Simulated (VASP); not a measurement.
# ZnF2 (P4_2/mnm) in VASP: a series of runs

Runs on ZnF2. Level: PBEsol. Tasks: vibrations by perturbation theory.

Everything below comes from runs of VASP 6.6.1. Logs are shortened: lines on timing, memory, paths and dates and some standing lists are left out, and cuts for length are marked.

## Step 1: The cell of the first run

Symmetry: P4_2/mnm, No. 136, tetragonal system. The conventional cell has a = 4.686 Å, b = 4.686 Å, c = 3.108 Å, α = 90.00°, β = 90.00°, γ = 90.00°. Zn (site symmetry mmm) has 6 F at 2.01 to 2.03 Å within 2.7 Å. Within 2.7 Å of F (site symmetry m2m) lie 3 Zn at 2.01 to 2.03 Å and 1 F at 2.61 Å.

## Step 2: Vibrations by perturbation theory, PBEsol (11.37 Å³/atom)

File INCAR:

```
SYSTEM = ZnF2
PREC = Accurate
ENCUT = 600
EDIFF = 1E-8
ISMEAR = 0
SIGMA = 0.01
LREAL = .FALSE.
LASPH = .TRUE.
NELM = 120
ALGO = Normal
ISIF = 2
LWAVE = .FALSE.
LCHARG = .FALSE.
GGA = PS
IBRION = 8
NSW = 1
GGA_COMPAT = .FALSE.
```

File KPOINTS:

```
Automatic mesh
0
G
  4 4 6
  0 0 0
```

File POSCAR:

```
ZnF2
1.0
    4.6855894972      0.0000000000      0.0000000000
    0.0000000000      4.6855894972      0.0000000000
    0.0000000000      0.0000000000      3.1075525181
Zn F
2 4
Direct
    0.0000000000      0.0000000000      0.0000000000
    0.5000000000      0.5000000000      0.5000000000
    0.3031706835      0.3031706835      0.0000000000
    0.1968293165      0.8031706835      0.5000000000
    0.6968293165      0.6968293165      0.0000000000
    0.8031706835      0.1968293165      0.5000000000
```

Potentials or basis: VASP PAW PBE potentials, release 64 (Zn, F).

Command:

```sh
cat potpaw_PBE.64/Zn/POTCAR potpaw_PBE.64/F/POTCAR > POTCAR
mpirun -np 1 vasp_std > vasp.out
```

OUTCAR:

```text
SYSTEM = ZnF2
   PREC = Accurate
   ENCUT = 600
   EDIFF = 1E-8
   ISMEAR = 0
   LREAL = .FALSE.
   LASPH = .TRUE.
   NELM = 120
   ISIF = 2
   GGA = PS
   IBRION = 8
   NSW = 1

 ion  position               nearest neighbor table
   1  0.000  0.000  0.000-   3 2.01   5 2.01   4 2.03   6 2.03   4 2.03   6 2.03
   2  0.500  0.500  0.500-   4 2.01   6 2.01   5 2.03   3 2.03   3 2.03   5 2.03
   3  0.303  0.303  0.000-   1 2.01   2 2.03   2 2.03
   4  0.197  0.803  0.500-   2 2.01   1 2.03   1 2.03
   5  0.697  0.697  0.000-   1 2.01   2 2.03   2 2.03
   6  0.803  0.197  0.500-   2 2.01   1 2.03   1 2.03

  LATTYP: Found a simple tetragonal cell.
 ALAT       =     4.6855894972
 C/A-ratio  =     0.6632148463

  Lattice vectors:

 A1 = (   4.6855894972,   0.0000000000,   0.0000000000)
 A2 = (   0.0000000000,   4.6855894972,   0.0000000000)
 A3 = (   0.0000000000,   0.0000000000,   3.1075525181)

Analysis of symmetry for initial positions (statically):
=====================================================================
 Subroutine PRICEL returns:
[... 1069 lines left out ...]
  --------------------------------------------------------------------------------
  x     0.86955     0.37858     2.47948     1.19013     0.00000     0.00000
  y    -0.37858    -0.86955    -2.47948    -1.19083     0.00000     0.00000
  z     0.00000     0.00000     0.00000     0.00000    -2.03300     2.37410

 SECOND DERIVATIVES (NOT SYMMETRIZED)
 ------------------------------------
               1X          1Y          1Z          2X          2Y          2Z          3X          3Y          3Z          4X          4Y          4Z          5X          5Y          5Z          6X          6Y          6Z
  1X   -10.837462   -0.513826    0.000000    4.104005    0.000028    0.000000    1.535775    2.001151    0.000000    1.830953   -1.744252    0.000000    1.535775    2.001151    0.000000    1.830953   -1.744252    0.000000
  1Y    -0.513826  -10.837462    0.000000    0.000028    4.104005    0.000000    2.001151    1.535775    0.000000   -1.744252    1.830953    0.000000    2.001151    1.535775    0.000000   -1.744252    1.830953    0.000000
  1Z     0.000000    0.000000   -8.903005    0.000000    0.000000    0.099553    0.000000    0.000000   -0.106504    0.000000    0.000000    4.508230    0.000000    0.000000   -0.106504    0.000000    0.000000    4.508230
  2X     4.104005   -0.000028    0.000000  -10.837462    0.513826    0.000000    1.830953    1.744252    0.000000    1.535775   -2.001151    0.000000    1.830953    1.744252    0.000000    1.535775   -2.001151    0.000000
  2Y    -0.000028    4.104005    0.000000    0.513826  -10.837462    0.000000    1.744252    1.830953    0.000000   -2.001151    1.535775    0.000000    1.744252    1.830953    0.000000   -2.001151    1.535775    0.000000
  2Z     0.000000    0.000000    0.099553    0.000000    0.000000   -8.903005    0.000000    0.000000    4.508230    0.000000    0.000000   -0.106504    0.000000    0.000000    4.508230    0.000000    0.000000   -0.106504
  3X     1.532237    2.010280    0.000000    1.805559    1.750043    0.000000   -6.867107   -4.856502    0.000000   -0.609738    0.795473    0.000000    1.161971    1.114726    0.000000    2.977078   -0.814020    0.000000
  3Y     2.010280    1.532237    0.000000    1.750043    1.805559    0.000000   -4.856502   -6.867107    0.000000   -0.814020    2.977078    0.000000    1.114726    1.161971    0.000000    0.795473   -0.609738    0.000000
  3Z     0.000000    0.000000   -0.124024    0.000000    0.000000    4.502269    0.000000    0.000000   -5.431173    0.000000    0.000000    0.947133    0.000000    0.000000   -0.841338    0.000000    0.000000    0.947133
  4X     1.805559   -1.750043    0.000000    1.532237   -2.010280    0.000000   -0.609738   -0.795473    0.000000   -6.867107    4.856502    0.000000    2.977078    0.814020    0.000000    1.161971   -1.114726    0.000000
  4Y    -1.750043    1.805559    0.000000   -2.010280    1.532237    0.000000    0.814020    2.977078    0.000000    4.856502   -6.867107    0.000000   -0.795473   -0.609738    0.000000   -1.114726    1.161971    0.000000
  4Z     0.000000    0.000000    4.502269    0.000000    0.000000   -0.124024    0.000000    0.000000    0.947133    0.000000    0.000000   -5.431173    0.000000    0.000000    0.947133    0.000000    0.000000   -0.841338
  5X     1.532237    2.010280    0.000000    1.805559    1.750043    0.000000    1.161971    1.114726    0.000000    2.977078   -0.814020    0.000000   -6.867107   -4.856502    0.000000   -0.609738    0.795473    0.000000
  5Y     2.010280    1.532237    0.000000    1.750043    1.805559    0.000000    1.114726    1.161971    0.000000    0.795473   -0.609738    0.000000   -4.856502   -6.867107    0.000000   -0.814020    2.977078    0.000000
  5Z     0.000000    0.000000   -0.124024    0.000000    0.000000    4.502269    0.000000    0.000000   -0.841338    0.000000    0.000000    0.947133    0.000000    0.000000   -5.431173    0.000000    0.000000    0.947133
  6X     1.805559   -1.750043    0.000000    1.532237   -2.010280    0.000000    2.977078    0.814020    0.000000    1.161971   -1.114726    0.000000   -0.609738   -0.795473    0.000000   -6.867107    4.856502    0.000000
  6Y    -1.750043    1.805559    0.000000   -2.010280    1.532237    0.000000   -0.795473   -0.609738    0.000000   -1.114726    1.161971    0.000000    0.814020    2.977078    0.000000    4.856502   -6.867107    0.000000
  6Z     0.000000    0.000000    4.502269    0.000000    0.000000   -0.124024    0.000000    0.000000    0.947133    0.000000    0.000000   -0.841338    0.000000    0.000000    0.947133    0.000000    0.000000   -5.431173

 Eigenvectors and eigenvalues of the dynamical matrix
 ----------------------------------------------------

   1 f  =   15.714808 THz    98.739053 2PiTHz  524.189585 cm-1    64.991196 meV
             X         Y         Z           dx          dy          dz
      0.000000  0.000000  0.000000    -0.000000   -0.000000   -0.000000
      2.342795  2.342795  1.553776    -0.000000   -0.000000   -0.000000
      1.420533  1.420533  0.000000    -0.353553   -0.353553   -0.000000
      0.922261  3.763328  1.553776    -0.353553    0.353553   -0.000000
      3.265056  3.265056  0.000000     0.353553    0.353553    0.000000
      3.763328  0.922261  1.553776     0.353553   -0.353553    0.000000
[... 145 lines left out ...]
  18 f/i=    0.018305 THz     0.115013 2PiTHz    0.610585 cm-1     0.075703 meV
             X         Y         Z           dx          dy          dz
      0.000000  0.000000  0.000000    -0.551364    0.103713   -0.000000
      2.342795  2.342795  1.553776    -0.551463    0.104241   -0.000000
      1.420533  1.420533  0.000000    -0.299055    0.056789   -0.000000
      0.922261  3.763328  1.553776    -0.298899    0.055965   -0.000000
      3.265056  3.265056  0.000000    -0.299055    0.056789   -0.000000
      3.763328  0.922261  1.553776    -0.298899    0.055965   -0.000000

--------------------------------------------------------------------------------------------------------

 ELASTIC MODULI CONTR FROM IONIC RELAXATION (kBar)
 Direction    XX          YY          ZZ          XY          YZ          ZX
 --------------------------------------------------------------------------------
 XX        -148.9042    132.2830    -33.0190     -0.0000     -0.0000     -0.0000
 YY         132.2830   -148.9042    -33.0190     -0.0000      0.0000      0.0000
 ZZ         -33.0190    -33.0190   -131.1878     -0.0000      0.0000      0.0000
 XY           0.0000     -0.0000      0.0000    -13.8700     -0.0000     -0.0000
 YZ          -0.0000      0.0000      0.0000     -0.0000    -84.5863     -0.0000
 ZX          -0.0000      0.0000      0.0000     -0.0000     -0.0000   -115.3522
 --------------------------------------------------------------------------------
```

OSZICAR:

```text
N       E                     dE             d eps       ncg     rms          rms(c)
DAV:   1     0.643731804987E+03    0.64373E+03   -0.30053E+04  1488   0.254E+03
DAV:   2     0.470749678412E+02   -0.59666E+03   -0.57156E+03  1644   0.584E+02
DAV:   3    -0.251764276739E+02   -0.72251E+02   -0.71782E+02  1712   0.209E+02
DAV:   4    -0.269058653849E+02   -0.17294E+01   -0.17272E+01  1656   0.345E+01
[... 73 lines left out ...]
RMM:  10    -0.526323763627E+00   -0.28681E-06    0.14091E-09  3481   0.440E-05    0.461E-06
RMM:  11    -0.526323824132E+00   -0.60505E-07    0.61335E-10  3584   0.167E-05    0.238E-06
RMM:  12    -0.526323796258E+00    0.27875E-07    0.79503E-11  3444   0.101E-05    0.523E-07
RMM:  13    -0.526323788509E+00    0.77485E-08    0.46269E-10  2205   0.727E-06    0.187E-07
 Linear response finished
```

It took 4.3 min on 1 thread of Intel Xeon 6975P-C (Granite Rapids), shared host; peak memory 0.49 GiB.

Results:

```
Highest phonon frequency at Γ, LO-TO splitting left out : 524 cm⁻¹
```

Phonon frequencies in cm⁻¹ (negative: imaginary):
| q point | frequencies |
| --- | --- |
| (0.000, 0.000, 0.000) | -1 -1 0 34 114 157 157 240 250 250 256 256 315 355 376 407 407 524 |

Caveat: the cell stands under pressure or tension, which shifts response properties; the PAW data sets were made with another functional, which shifts forces and pressure a little.

(Part 1 of 2 ends here.)
